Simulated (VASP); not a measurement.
**Rh: single point with PBEsol**

The system is Rh.

```
Rh
1.0
     2.59530    0.00000    0.00000
    -1.29765    2.24760    0.00000
     0.00000    0.00000    8.96020
Rh
4
Direct
  0.00000 0.00000 0.00000
  0.33333 0.66667 0.25000
  0.00000 0.00000 0.50000
  0.66667 0.33333 0.75000
```

This isn't the form of Rh at room conditions, which is fcc.

```
Program                : VASP 6.6.1
Task                   : single point
Functional             : PBEsol
Potentials or basis    : VASP PAW PBE potentials, release 64 (Rh_pv)
Cutoff                 : 520 eV
k mesh                 : 18 × 18 × 6
Occupations            : gaussian, width 0.15 eV
Spin                   : no spin polarisation
Dipole correction      : no
Further INCAR settings : ALGO = Fast; EDIFF = 1e-07; NBANDS = 38
```

| Quantity | Value |
| --- | --- |
| Pressure | 12.4 GPa |
| Band gap on the k mesh | zero (bands 30 and 31 overlap by 2.27 eV) |

Stress tensor (GPa, compression positive):
```
20.56  0.00  0.00
 0.00 20.56  0.00
 0.00  0.00 -3.99
```

Levels at points of the mesh, in eV from the Fermi level:
```csv
k point,band 27,band 28,band 29,band 30,band 31,band 32,band 33,band 34
"(0.00, 0.00, 0.00)",-2.90,-1.29,-1.29,-0.67,-0.67,-0.32,-0.32,0.02
"(0.50, 0.00, 0.00)",0.55,0.91,0.91,1.00,1.05,1.13,1.31,2.31
"(0.00, 0.00, 0.50)",-1.69,-1.69,-1.03,-1.03,-1.03,-1.03,0.13,0.13
"(0.50, 0.00, 0.50)",-0.13,-0.13,0.94,0.94,1.10,1.10,3.06,3.06
```

Wall time 8.3 min on 1 thread of Intel Xeon 8259CL, with other jobs on the host, peak memory 0.32 GiB.

Caveat: the stress differs along the axes, from -4 to 21 GPa; the PAW data sets were made with another functional, which shifts forces and pressure a little.
